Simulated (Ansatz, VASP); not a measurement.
# CdSe: VASP beside Ansatz

```
CELL_PARAMETERS angstrom
3.08211 3.08211 0.00000
-3.08211 3.08211 0.00000
0.00000 3.08211 3.04622
ATOMIC_POSITIONS crystal
Cd 0.00000 0.00000 0.00000
Se 0.75000 0.25000 0.50000
```

Change from the starting cell: film at in-plane strain +0.005.

Alike in both runs: task single point; functional r2SCAN; k mesh 6 × 6 × 6; no spin polarisation.

```csv
,VASP,Ansatz
version,VASP 6.6.1,Ansatz 0.2.0
potentials or method,"VASP PAW PBE potentials, release 64 (Cd, Se)","PAW with Ansatz's default frozen-core files, scalar-relativistic"
plane-wave cutoff (eV),520,500
occupations,"gaussian, width 0.01 eV",fixed
valence electrons in the cell,18,36
```

VASP gave:

* gap on the k mesh at the Fermi level (eV): 1.00
* pressure (GPa): 0.1
* traceless stress, the component that is largest in VASP (GPa): 0.13

Problem. Which values does Ansatz return?

Solution. gap on the k mesh at the Fermi level (eV): 1.01; pressure (GPa): -0.2; traceless stress, the component that is largest in VASP (GPa): 0.13.

VASP's potentials were made for PBE, not for r2SCAN. VASP's potentials hold 18 valence electrons a cell and Ansatz's 36, so a difference there can come from the potentials and not from the codes.
